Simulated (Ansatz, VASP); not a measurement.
**Mg2ZnO3 in VASP and in Ansatz**

```xyz
6
Lattice="2.9588 0.0000 0.0000 -1.4794 2.5624 0.0000 0.0000 0.0000 7.2124" Properties=species:S:1:pos:R:3 pbc="T T T"
Mg    0.0000    1.7083    4.8054
Mg    1.4794    0.8541    2.4070
Zn    0.0000    0.0000    0.0000
O     0.0000    1.7083    1.2345
O     1.4794    0.8541    5.9780
O     0.0000    0.0000    3.6062
```

Alike in both runs: task single point; functional LDA; k mesh 12 × 12 × 4; occupations gaussian, width 0.05 eV; no spin polarisation.

|  | VASP | Ansatz |
| --- | --- | --- |
| version | VASP 6.6.1 | Ansatz 0.2.0 |
| potentials or method | VASP PAW LDA potentials, release 64 (Mg_sv, Zn, O), cutoff 750 eV | scalar-relativistic, plane waves, PAW |
| valence electrons in the cell | 50 | 50 |

Ansatz gave:

| Quantity | Value |
| --- | --- |
| gap on the k mesh at the Fermi level (eV) | 3.37 |
| least direct gap on the mesh (eV) | 3.46 |
| pressure (GPa) | 0.0 |
| rms of the force components (eV/Å) | 0.001 |

Task: Which values does VASP return?

Result: gap on the k mesh at the Fermi level (eV): 3.38; least direct gap on the mesh (eV): 3.47; pressure (GPa): 0.6; rms of the force components (eV/Å): 0.008.

LDA's correlation is that of Perdew and Zunger in VASP and of Perdew and Wang (1992) in Ansatz. Atom by atom the forces differ by 0.007 eV/Å (rms over components).
